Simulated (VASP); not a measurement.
Runs of VASP 6.6.1 on PbF2 (Fluorocronite). The structure is that of space group Fm-3m (No. 225), or close to it. The cells are those of the table. 

```tsv
task	level	potentials or basis	cell	k mesh	cutoff (eV)	grid for exact exchange (PRECFOCK)	screening parameter	gap on the mesh (eV)	pressure (GPa)
single point	revPBE	VASP PAW PBE potentials, release 64 (Pb_d, F)	a = 4.294 Å, angles 60.0°, 3 atoms	8 × 8 × 8	600	-	-	4.51	(a)
single point	LDA	VASP PAW LDA potentials, release 64 (Pb_d, F)	a = 4.163 Å, angles 60.0°, 3 atoms	7 × 7 × 7	600	-	-	4.25	-3.2
single point	LDA	VASP PAW LDA potentials, release 64 (Pb_d, F)	a = 4.163 Å, angles 60.0°, 3 atoms	8 × 8 × 8	600	-	-	4.22	-3.2
single point	LDA	VASP PAW LDA potentials, release 64 (Pb_d, F)	a = 4.191 Å, angles 60.0°, 3 atoms	8 × 8 × 8	600	-	-	4.22	(b)
single point	HSE06	VASP PAW PBE potentials, release 64 (Pb_d, F)	a = 4.191 Å, angles 60.0°, 3 atoms	6 × 6 × 6	520	Normal	0.2079 1/Å	5.76	0.8
single point	LDA	VASP PAW LDA potentials, release 64 (Pb_d, F)	a = 4.246 Å, angles 60.0°, 3 atoms	7 × 7 × 7	600	-	-	4.26	-6.9
single point	LDA	VASP PAW LDA potentials, release 64 (Pb_d, F)	a = 4.273 Å, angles 60.0°, 3 atoms	8 × 8 × 8	600	-	-	4.21	-7.9
relaxation of cell and atoms	revPBE	VASP PAW PBE potentials, release 64 (Pb_d, F)	relaxed from a = 4.191 Å, angles 60.0°, 3 atoms	8 × 8 × 8	600	-	-	4.51	0.0
```

Alike in all rows: no spin polarisation; smearing fermi-dirac 0.05 eV.

Question: Fill in the values left out.

Answer: (a) -0.2; (b) -4.6.

Caveats: spin-orbit coupling is left out, which moves the levels of the heavy elements; the PAW data sets were made with another functional, which shifts forces and pressure a little (some runs).

A k mesh can miss the band edges, and the runs leave out spin-orbit coupling on Pb.
